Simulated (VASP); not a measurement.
# YN: single point with revPBE+U

Crystal: YN.

```
Y N
1.0
     3.44856    0.00000    0.00000
     1.72428    2.98654    0.00000
     1.72428    0.99551    2.81574
Y N
1 1
Direct
  0.00000 0.00000 0.00000
  0.50000 0.50000 0.50000
```

```
Program                : VASP 6.6.1
Task                   : single point
Functional             : revPBE
Potentials or basis    : VASP PAW PBE potentials, release 64 (Y_sv, N)
Cutoff                 : 600 eV
k mesh                 : 9 × 9 × 9
Occupations            : tetrahedron
Spin                   : no spin polarisation
Hubbard terms          : Y d U = 3.5 eV
Dipole correction      : no
Further INCAR settings : ALGO = Normal; EDIFF = 1e-06; NBANDS = 15
```

The pressure is 16.3 GPa and the band gap on the k mesh is 0.86 eV (least direct gap 1.29 eV).

Levels at points of the mesh, in eV from the valence-band top:
```
           k point  band 5  band 6  band 7  band 8  band 9  band 10  band 11  band 12
(0.00, 0.00, 0.00)  -13.02    0.00    0.00    0.00    3.94     3.94     3.94     4.01
```

Eigenvalues of the final occupation matrices:
```
    site  spin  trace               eigenvalues
site 1 d     1   0.48  0.06 0.06 0.06 0.15 0.15
site 1 d     2   0.48  0.06 0.06 0.06 0.15 0.15
```

It took 50 s on 1 thread of Intel Xeon 8259CL, on a shared host, peak memory 0.18 GiB.

Caveat: the cell stands under pressure; the PAW data sets were made with another functional, which shifts forces and pressure a little; an odd mesh through Γ misses points on the zone boundary, where band edges can lie.
